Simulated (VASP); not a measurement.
Here is a VASP 6.6.1 calculation.

The input INCAR:

```
ALGO = Normal
EDIFF = 1E-7
ENCUT = 520
GGA = CA
ISIF = 2
ISMEAR = -1
LASPH = T
LCHARG = T
LELF = T
LREAL = F
LVHAR = T
LWAVE = F
NBANDS = 26
NELM = 60
PREC = Accurate
SIGMA = 0.1
```

File KPOINTS:

```
k-points
0
Gamma
  11 11 15
```

Contents of POSCAR:

```
Mn
1.0
    3.9175737646      0.0000000000      0.0000000000
   -1.9587868823      3.3927184013      0.0000000000
    0.0000000000      0.0000000000      2.4648830827
Mn
3
Direct
    1.0000000000      1.0000000000      0.0000000000
    0.3333333333      0.6666666667      0.5000000000
    0.6666666667      0.3333333333      0.5000000000
```

Potentials or basis: VASP PAW LDA potentials, release 64 (Mn_pv).

Run with:

```bash
$ cat potpaw_LDA.64/Mn_pv/POTCAR > POTCAR
$ mpirun -np 1 vasp_std > vasp.out
```

**Question.** What does it give for the band gap on the k mesh?

**Answer.** Zero (an odd number of electrons rules out a gap without spin polarisation).

**Question.** What does it give for the pressure?

**Answer.** -20.7 GPa.

Stress tensor (GPa, compression positive):
```
-21.14   0.00   0.00
  0.00 -21.14   0.00
  0.00   0.00 -19.76
```

Caveat: the cell stands under tension; the run has no spin polarisation, though such a crystal can be magnetic. Spin polarisation is off, so any magnetic state and its effect on volume and gap are missing.
